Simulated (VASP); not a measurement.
# Ni (P6_3/mmc) in VASP: notebook, part 2 of 2

VASP 6.6.1. Earlier steps stand in the parts before.

### Step 3. Electric field gradients, LDA, collinear spin, ferromagnetic start (9.94 Å³/atom)

INCAR

```
SYSTEM = Ni
PREC     = Accurate       ! precision mode
ENCUT    = 520            ! plane-wave cutoff, eV
EDIFF    = 1E-8           ! SCF threshold, eV
ISMEAR   = -1             ! smearing method
SIGMA    = 0.08           ! smearing width, eV
LREAL    = .FALSE.        ! projectors in reciprocal space
LASPH    = .TRUE.         ! aspherical terms in the spheres
NELM     = 150            ! most SCF steps
ALGO     = Normal         ! electronic algorithm
ISIF     = 2              ! what is computed and relaxed
LWAVE    = .FALSE.        ! write WAVECAR
LCHARG   = .FALSE.        ! write CHGCAR
ISPIN    = 2              ! spin polarisation
MAGMOM   = 1.5 1.5        ! initial moments
LORBIT   = 11             ! projections on sites
LMAXMIX  = 4              ! l up to which the mixer works
GGA      = CA             ! functional
LEFG     = .TRUE.       
NBANDS   = 21             ! bands
```

KPOINTS

```
regular mesh
0
G
  15 15 8
  0 0 0
```

POSCAR

```
Ni
1.0
    2.3984743352      0.0000000000      0.0000000000
   -1.1992371676      2.0771397046      0.0000000000
    0.0000000000      0.0000000000      3.9903729812
Ni
2
Direct
    0.3333333333      0.6666666667      0.2500000000
    0.6666666667      0.3333333333      0.7500000000
```

Potentials or basis: VASP PAW LDA potentials, release 64 (Ni).

On the command line:

```console
$ cat potpaw_LDA.64/Ni/POTCAR > POTCAR
$ mpirun -np 1 vasp_std > vasp.out
```

OUTCAR:

```text
SYSTEM = Ni
   PREC = Accurate
   ENCUT = 520
   EDIFF = 1E-8
   ISMEAR = -1
   LREAL = .FALSE.
   LASPH = .TRUE.
   NELM = 150
   ISIF = 2
   ISPIN = 2
   LORBIT = 11
   GGA = CA

 ion  position               nearest neighbor table
   1  0.333  0.667  0.250-   2 2.43   2 2.43   2 2.43   2 2.43   2 2.43   2 2.43
   2  0.667  0.333  0.750-   1 2.43   1 2.43   1 2.43   1 2.43   1 2.43   1 2.43

  LATTYP: Found a hexagonal cell.
 ALAT       =     2.3984743352
 C/A-ratio  =     1.6637130207

  Lattice vectors:

 A1 = (   2.3984743352,   0.0000000000,   0.0000000000)
 A2 = (  -1.1992371676,   2.0771397046,   0.0000000000)
 A3 = (   0.0000000000,   0.0000000000,   3.9903729812)

Analysis of symmetry for initial positions (statically):
=====================================================================
 Subroutine PRICEL returns:
 Original cell was already a primitive cell.

 Routine SETGRP: Setting up the symmetry group for a
 hexagonal supercell.

 Subroutine GETGRP returns: Found 24 space group operations
 (whereof 12 operations were pure point group operations)
 out of a pool of 24 trial point group operations.

The static configuration has the point symmetry D_3d.
 The point group associated with its full space group is D_6h.

Analysis of symmetry for dynamics (positions and initial velocities):
=====================================================================
 Subroutine PRICEL returns:
 Original cell was already a primitive cell.

 Routine SETGRP: Setting up the symmetry group for a
 hexagonal supercell.

 Subroutine GETGRP returns: Found 24 space group operations
 (whereof 12 operations were pure point group operations)
 out of a pool of 24 trial point group operations.

The dynamic configuration has the point symmetry D_3d.
 The point group associated with its full space group is D_6h.

Analysis of structural, dynamic, and magnetic symmetry:
=====================================================================
 Subroutine PRICEL returns:
 Original cell was already a primitive cell.

 Routine SETGRP: Setting up the symmetry group for a
 hexagonal supercell.

 Subroutine GETGRP returns: Found 24 space group operations
 (whereof 12 operations were pure point group operations)
 out of a pool of 24 trial point group operations.

The overall configuration has the point symmetry D_3d.
 The point group associated with its full space group is D_6h.

 Subroutine INISYM returns: Found 24 space group operations
 (whereof 12 operations are pure point group operations),
 and found     1 'primitive' translations

----------------------------------------------------------------------------------------

                                     Primitive cell

  volume of cell :      19.8799

  direct lattice vectors                    reciprocal lattice vectors
     2.398474335  0.000000000  0.000000000     0.416931708  0.240715634  0.000000000
    -1.199237168  2.077139705  0.000000000     0.000000000  0.481431267  0.000000000
[... 114 lines left out ...]
   LEPSILON=     F    determine dielectric tensor
   LRPA    =     F    only Hartree local field effects (RPA)
 spin polarized calculation
  energy-cutoff  :      520.00
  volume of cell :       19.88
 maximum number of plane-waves:       555
 NGX is ok and might be reduce to    18
   NGX =  9   NGY =  9   NGZ = 15

 number of electron      19.9999984 magnetization       1.1701618

 Free energy of the ion-electron system (eV)
  ---------------------------------------------------
  ext. energy  EPLUGINS =         0.00000000
  ---------------------------------------------------
  free energy    TOTEN  =       -13.14484062 eV

  energy without entropy =      -13.06693339  energy(sigma->0) =      -13.10588701

 E-fermi :  10.3906     XC(G=0): -14.1551

 val. band max:       10.3901668334   @ k =   0.0667   0.0000   0.1250
 cond. band min:      10.3917726849   @ k =   0.2667   0.0667   0.3750
 fundamental gap:      0.0016058515
 Fermi energy:        10.3906290307

 spin component 1

 k-point     1 :       0.0000    0.0000    0.0000
  band No.  band energies     occupation
      1       0.7481      1.00000
      2       5.0549      1.00000
      3       7.7213      1.00000
      4       7.8954      1.00000
      5       7.8954      1.00000
      6       8.1903      1.00000
[... 565 lines left out ...]
     20      41.1789      0.00000
     21      45.3623      0.00000

 [... further k-points ...]

 spin component 2

 k-point     1 :       0.0000    0.0000    0.0000
  band No.  band energies     occupation
      1       0.7992      1.00000
      2       5.4054      1.00000
      3       8.2922      1.00000
      4       8.4596      1.00000
      5       8.4596      1.00000
      6       8.7698      1.00000
[... 565 lines left out ...]
     20      41.3129      0.00000
     21      45.3953      0.00000

 [... further k-points ...]

------------------------ aborting loop because EDIFF is reached ----------------------------------------

  FORCE on cell =-STRESS in cart. coord.  units (eV):
  Direction    XX          YY          ZZ          XY          YZ          ZX
  --------------------------------------------------------------------------------------
  -------------------------------------------------------------------------------------
  Total        0.5919766      0.5919766      0.0499155      0.0000000      0.0000000      0.0000000
  in kB       47.7090552     47.7090552      4.0228338      0.0000000      0.0000000      0.0000000
  external PRESSURE =      33.1469814 kB  Pullay stress =       0.0000000 kB

 VOLUME and BASIS-vectors are now :
 -----------------------------------------------------------------------------
  energy-cutoff  :      520.00
  volume of cell :       19.88
      direct lattice vectors                 reciprocal lattice vectors
     2.398474335  0.000000000  0.000000000     0.416931708  0.240715634  0.000000000
    -1.199237168  2.077139705  0.000000000     0.000000000  0.481431267  0.000000000
     0.000000000  0.000000000  3.990372981     0.000000000  0.000000000  0.250603140

 POSITION                                       TOTAL-FORCE (eV/Angst)
 -----------------------------------------------------------------------------------
     -0.00000      1.38476      0.99759         0.000000      0.000000      0.000000
      1.19924      0.69238      2.99278        -0.000000     -0.000000      0.000000
 -----------------------------------------------------------------------------------
    total drift:                               -0.000000      0.000000     -0.000000

  FREE ENERGIE OF THE ION-ELECTRON SYSTEM (eV)
  ---------------------------------------------------
  free  energy   TOTEN  =       -13.1448406210 eV

  energy  without entropy=      -13.0669333914  energy(sigma->0) =      -13.10588701

 Electric field gradients (V/A^2)
---------------------------------------------------------------------
 ion       V_xx      V_yy      V_zz      V_xy      V_xz      V_yz
---------------------------------------------------------------------
   1       1.025     1.024    -2.049    -0.001     0.000    -0.000
   2       1.025     1.024    -2.049    -0.001    -0.000     0.000
---------------------------------------------------------------------

 Electric field gradients after diagonalization (V/A^2)
 (convention: |V_zz| > |V_xx| > |V_yy|)
----------------------------------------------------------------------
 ion       V_xx      V_yy      V_zz     asymmetry (V_yy - V_xx)/ V_zz
----------------------------------------------------------------------
   1       1.026     1.023    -2.049       0.001
   2       1.026     1.023    -2.049       0.001
----------------------------------------------------------------------

           NMR quadrupolar parameters

 Cq : quadrupolar parameter    Cq=e*Q*V_zz/h
 eta: asymmetry parameters     (V_yy - V_xx)/ V_zz
 Q  : nuclear electric quadrupole moment in mb (millibarn)
----------------------------------------------------------------------
 ion       Cq(MHz)       eta       Q (mb)
----------------------------------------------------------------------
   1      -0.005       0.001       1.000
   2      -0.005       0.001       1.000
----------------------------------------------------------------------

 total charge

# of ion       s       p       d       tot
------------------------------------------
    1        0.539   0.581   8.376   9.496
    2        0.539   0.581   8.376   9.496
--------------------------------------------------
tot          1.078   1.163  16.752  18.993

 magnetization (x)

# of ion       s       p       d       tot
------------------------------------------
    1       -0.004  -0.018   0.605   0.584
    2       -0.004  -0.018   0.605   0.584
--------------------------------------------------
tot         -0.007  -0.035   1.210   1.168
```

It took 71 s on 1 thread of AMD EPYC 9R45 (Zen 5), shared host; peak memory 0.15 GiB.

What came out:

```yaml
Free_energy: -13.1448 eV
Pressure: 3.3 GPa
Net_moment: 1.17 μB per cell
Site_moments: Ni +0.58 μB
Largest_electric_field_gradient_by_atom: Ni -2.0 V/Å²
Valence_electrons_inside_the_program's_atomic_spheres: Ni 9.50
```

Electric field gradients, principal values (V/Å²):
```
atom  least  middle  greatest (by size)
1 Ni  1.023   1.026              -2.049
2 Ni  1.023   1.026              -2.049
```

Caveat: the cell stands under pressure; without QUAD_EFG the Cq values of the log hold for a quadrupole moment of 1 mb, not for the nuclei.

### Step 4. Electric field gradients, LDA, collinear spin, ferromagnetic start (x and y stretched by -4 %, z held)

INCAR is that of step 3.

KPOINTS

```
Automatic mesh
0
G
  15 15 8
  0 0 0
```

POSCAR

```
Ni
1.0
    2.3501019819      0.0000000000      0.0000000000
   -1.1750509910      2.0352480178      0.0000000000
    0.0000000000      0.0000000000      4.0728075700
Ni
2
Direct
    0.3333333333      0.6666666667      0.2500000000
    0.6666666667      0.3333333333      0.7500000000
```

Potentials or basis: VASP PAW LDA potentials, release 64 (Ni).

On the command line:

```console
$ cat potpaw_LDA.64/Ni/POTCAR > POTCAR
$ mpirun -np 1 vasp_std > vasp.out
```

OUTCAR:

```text
SYSTEM = Ni
   PREC = Accurate
   ENCUT = 520
   EDIFF = 1E-8
   ISMEAR = -1
   LREAL = .FALSE.
   LASPH = .TRUE.
   NELM = 150
   ISIF = 2
   ISPIN = 2
   LORBIT = 11
   GGA = CA

 ion  position               nearest neighbor table
   1  0.333  0.667  0.250-   2 2.45   2 2.45   2 2.45   2 2.45   2 2.45   2 2.45
   2  0.667  0.333  0.750-   1 2.45   1 2.45   1 2.45   1 2.45   1 2.45   1 2.45

  LATTYP: Found a hexagonal cell.
 ALAT       =     2.3501019819
 C/A-ratio  =     1.7330343965

  Lattice vectors:

 A1 = (   2.3501019819,   0.0000000000,   0.0000000000)
 A2 = (  -1.1750509910,   2.0352480178,   0.0000000000)
 A3 = (   0.0000000000,   0.0000000000,   4.0728075700)

Analysis of symmetry for initial positions (statically):
=====================================================================
 Subroutine PRICEL returns:
 Original cell was already a primitive cell.

 Routine SETGRP: Setting up the symmetry group for a
 hexagonal supercell.

 Subroutine GETGRP returns: Found 24 space group operations
 (whereof 12 operations were pure point group operations)
 out of a pool of 24 trial point group operations.

The static configuration has the point symmetry D_3d.
 The point group associated with its full space group is D_6h.

Analysis of symmetry for dynamics (positions and initial velocities):
=====================================================================
 Subroutine PRICEL returns:
 Original cell was already a primitive cell.

 Routine SETGRP: Setting up the symmetry group for a
 hexagonal supercell.

 Subroutine GETGRP returns: Found 24 space group operations
 (whereof 12 operations were pure point group operations)
 out of a pool of 24 trial point group operations.

The dynamic configuration has the point symmetry D_3d.
 The point group associated with its full space group is D_6h.

Analysis of structural, dynamic, and magnetic symmetry:
=====================================================================
 Subroutine PRICEL returns:
 Original cell was already a primitive cell.

 Routine SETGRP: Setting up the symmetry group for a
 hexagonal supercell.

 Subroutine GETGRP returns: Found 24 space group operations
 (whereof 12 operations were pure point group operations)
 out of a pool of 24 trial point group operations.

The overall configuration has the point symmetry D_3d.
 The point group associated with its full space group is D_6h.

 Subroutine INISYM returns: Found 24 space group operations
 (whereof 12 operations are pure point group operations),
 and found     1 'primitive' translations

----------------------------------------------------------------------------------------

                                     Primitive cell

  volume of cell :      19.4804

  direct lattice vectors                    reciprocal lattice vectors
     2.350101982  0.000000000  0.000000000     0.425513449  0.245670304  0.000000000
    -1.175050991  2.035248018  0.000000000     0.000000000  0.491340609  0.000000000
[... 114 lines left out ...]
   LEPSILON=     F    determine dielectric tensor
   LRPA    =     F    only Hartree local field effects (RPA)
 spin polarized calculation
  energy-cutoff  :      520.00
  volume of cell :       19.48
 maximum number of plane-waves:       549
 NGX is ok and might be reduce to    18
   NGX =  9   NGY =  9   NGZ = 15

 number of electron      20.0000021 magnetization       1.1355546

 Free energy of the ion-electron system (eV)
  ---------------------------------------------------
  ext. energy  EPLUGINS =         0.00000000
  ---------------------------------------------------
  free energy    TOTEN  =       -13.09185970 eV

  energy without entropy =      -13.01718643  energy(sigma->0) =      -13.05452306

 E-fermi :  10.6948     XC(G=0): -14.2770

 val. band max:       10.6940331958   @ k =   0.0000   0.0000   0.1250
 cond. band min:      10.6955677801   @ k =   0.4000  -0.0000   0.1250
 fundamental gap:      0.0015345843
 Fermi energy:        10.6947508182

 spin component 1

 k-point     1 :       0.0000    0.0000    0.0000
  band No.  band energies     occupation
      1       0.9246      1.00000
      2       5.1791      1.00000
      3       7.7800      1.00000
      4       8.1465      1.00000
      5       8.1465      1.00000
      6       8.4049      1.00000
[... 565 lines left out ...]
     20      42.5562      0.00000
     21      45.8131      0.00000

 [... further k-points ...]

 spin component 2

 k-point     1 :       0.0000    0.0000    0.0000
  band No.  band energies     occupation
      1       0.9763      1.00000
      2       5.5137      1.00000
      3       8.3347      1.00000
      4       8.7044      1.00000
      5       8.7044      1.00000
      6       8.9758      1.00000
[... 565 lines left out ...]
     20      42.6803      0.00000
     21      45.8487      0.00000

 [... further k-points ...]

------------------------ aborting loop because EDIFF is reached ----------------------------------------

  FORCE on cell =-STRESS in cart. coord.  units (eV):
  Direction    XX          YY          ZZ          XY          YZ          ZX
  --------------------------------------------------------------------------------------
  -------------------------------------------------------------------------------------
  Total        1.9300402      1.9300402     -0.3021115     -0.0000000      0.0000000      0.0000000
  in kB      158.7373052    158.7373052    -24.8473429     -0.0000000      0.0000000      0.0000000
  external PRESSURE =      97.5424225 kB  Pullay stress =       0.0000000 kB

 VOLUME and BASIS-vectors are now :
 -----------------------------------------------------------------------------
  energy-cutoff  :      520.00
  volume of cell :       19.48
      direct lattice vectors                 reciprocal lattice vectors
     2.350101982  0.000000000  0.000000000     0.425513449  0.245670304  0.000000000
    -1.175050991  2.035248018  0.000000000     0.000000000  0.491340609  0.000000000
     0.000000000  0.000000000  4.072807570     0.000000000  0.000000000  0.245530873

 POSITION                                       TOTAL-FORCE (eV/Angst)
 -----------------------------------------------------------------------------------
     -0.00000      1.35683      1.01820         0.000000      0.000000      0.000000
      1.17505      0.67842      3.05461        -0.000000      0.000000      0.000000
 -----------------------------------------------------------------------------------
    total drift:                                0.000000     -0.000000     -0.000000

  FREE ENERGIE OF THE ION-ELECTRON SYSTEM (eV)
  ---------------------------------------------------
  free  energy   TOTEN  =       -13.0918596963 eV

  energy  without entropy=      -13.0171864320  energy(sigma->0) =      -13.05452306

 Electric field gradients (V/A^2)
---------------------------------------------------------------------
 ion       V_xx      V_yy      V_zz      V_xy      V_xz      V_yz
---------------------------------------------------------------------
   1       0.845     0.846    -1.691     0.001     0.000    -0.000
   2       0.845     0.846    -1.691     0.001    -0.000     0.000
---------------------------------------------------------------------

 Electric field gradients after diagonalization (V/A^2)
 (convention: |V_zz| > |V_xx| > |V_yy|)
----------------------------------------------------------------------
 ion       V_xx      V_yy      V_zz     asymmetry (V_yy - V_xx)/ V_zz
----------------------------------------------------------------------
   1       0.846     0.845    -1.691       0.001
   2       0.846     0.845    -1.691       0.001
----------------------------------------------------------------------

           NMR quadrupolar parameters

 Cq : quadrupolar parameter    Cq=e*Q*V_zz/h
 eta: asymmetry parameters     (V_yy - V_xx)/ V_zz
 Q  : nuclear electric quadrupole moment in mb (millibarn)
----------------------------------------------------------------------
 ion       Cq(MHz)       eta       Q (mb)
----------------------------------------------------------------------
   1      -0.004       0.001       1.000
   2      -0.004       0.001       1.000
----------------------------------------------------------------------

 total charge

# of ion       s       p       d       tot
------------------------------------------
    1        0.550   0.603   8.392   9.545
    2        0.550   0.603   8.392   9.545
--------------------------------------------------
tot          1.101   1.206  16.784  19.091

 magnetization (x)

# of ion       s       p       d       tot
------------------------------------------
    1       -0.004  -0.017   0.586   0.565
    2       -0.004  -0.017   0.586   0.565
--------------------------------------------------
tot         -0.007  -0.034   1.171   1.130
```

Run time: 54 s. Hardware: 1 thread of Intel Xeon Platinum 8559C (Emerald Rapids), shared host; peak memory 0.18 GiB.

What came out:

```
Free energy                                           : -13.0919 eV
Pressure                                              : 9.8 GPa
Net moment                                            : 1.14 μB per cell
Site moments                                          : Ni +0.56 μB
Largest electric field gradient by atom               : Ni -1.7 V/Å²
Valence electrons inside the program's atomic spheres : Ni 9.54
```

Electric field gradients, principal values (V/Å²):
| atom | least | middle | greatest (by size) |
| --- | --- | --- | --- |
| 1 Ni | 0.845 | 0.846 | -1.691 |
| 2 Ni | 0.845 | 0.846 | -1.691 |

Caveat: the cell differs from its parent crystal (x and y stretched by -4 %, z held); the stress differs along the axes, from -2 to 16 GPa; without QUAD_EFG the Cq values of the log hold for a quadrupole moment of 1 mb, not for the nuclei.
